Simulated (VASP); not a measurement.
Set up this calculation in VASP 6.6.1, as the native input.

```
Task                   : single point
Functional             : PBEsol
Potentials or basis    : VASP PAW PBE potentials, release 64 (Hf_pv)
Cutoff                 : 520 eV
k mesh                 : 6 × 6 × 3
Occupations            : fermi-dirac, width 0.05 eV
Spin                   : no spin polarisation
Dipole correction      : no
Further INCAR settings : ALGO = Fast; EDIFF = 1e-06; NBANDS = 17
```

The structure of Hf lies in POSCAR:

```
Hf
1.0
    3.1967000000      0.0000000000      0.0000000000
   -1.5983500000      2.7684234083      0.0000000000
    0.0000000000      0.0000000000      5.0578000000
Hf
2
Direct
    0.6666666667      0.3333333333      0.7500000000
    0.3333333333      0.6666666667      0.2500000000
```

One way to write it, as run:

INCAR

```
PREC = Accurate
ENCUT = 520
EDIFF = 1E-6
ISMEAR = -1
SIGMA = 0.05
LREAL = F
LASPH = T
NELM = 60
ALGO = Fast
ISIF = 2
LWAVE = F
LCHARG = F
GGA = PS
NBANDS = 17
```

KPOINTS

```
regular mesh
0
Gamma
  6 6 3
```

Potentials or basis: VASP PAW PBE potentials, release 64 (Hf_pv).

Launch:

```bash
$ cat potpaw_PBE.64/Hf_pv/POTCAR > POTCAR
$ mpirun -np 1 vasp_std > vasp.out
```

Results of the run:

The pressure is -3.5 GPa and the band gap on the k mesh is zero (band 10 reaches 5.92 eV, above the bottom of band 11 at 4.68 eV).

Caveat: the k points lie up to 0.41 Å⁻¹ apart; the PAW data sets were made with another functional, which shifts forces and pressure a little; spin-orbit coupling is left out, which moves the levels of the heavy elements.

Wall time 19 s on 1 thread of AMD EPYC 7R13 Processor (Zen 3) (shared host), peak memory 0.12 GiB.
